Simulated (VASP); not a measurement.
V: single point with revPBE

Crystal: V.

```
CELL_PARAMETERS angstrom
0.00000 1.97027 1.97027
1.97027 0.00000 1.97027
1.97027 1.97027 0.00000
ATOMIC_POSITIONS crystal
V 0.00000 0.00000 0.00000
```

This cell differs from its parent crystal: volume scaled by 1.08.

```yaml
Program: VASP 6.6.1
Task: single point
Functional: revPBE
Potentials_or_basis: VASP PAW PBE potentials, release 64 (V_sv)
Cutoff: 520 eV
k_mesh: 16 × 16 × 16
Occupations: fermi-dirac, width 0.1 eV
Spin: no spin polarisation
Dipole_correction: no
Further_INCAR_settings: ALGO = Normal; EDIFF = 1e-06; NBANDS = 12
```

```yaml
Pressure: -10.9 GPa
```

Levels at points of the mesh, in eV from the Fermi level:
| k point | band 4 | band 5 | band 6 | band 7 | band 8 | band 9 |
| --- | --- | --- | --- | --- | --- | --- |
| (0.00, 0.00, 0.00) | -37.70 | -6.56 | 0.17 | 0.17 | 0.17 | 1.70 |
| (0.50, 0.00, 0.00) | -37.77 | -3.02 | 0.08 | 0.08 | 0.57 | 2.70 |
| (0.50, 0.50, 0.00) | -37.91 | -3.03 | -2.27 | 2.69 | 2.95 | 2.95 |

It took 35 s on 1 thread of Intel(R) Xeon(R) Platinum 8259CL CPU @ 2.50GHz (Skylake/Cascade Lake) (shared host), peak memory 0.15 GiB.

Caveat: the PAW data sets were made with another functional, which shifts forces and pressure a little.
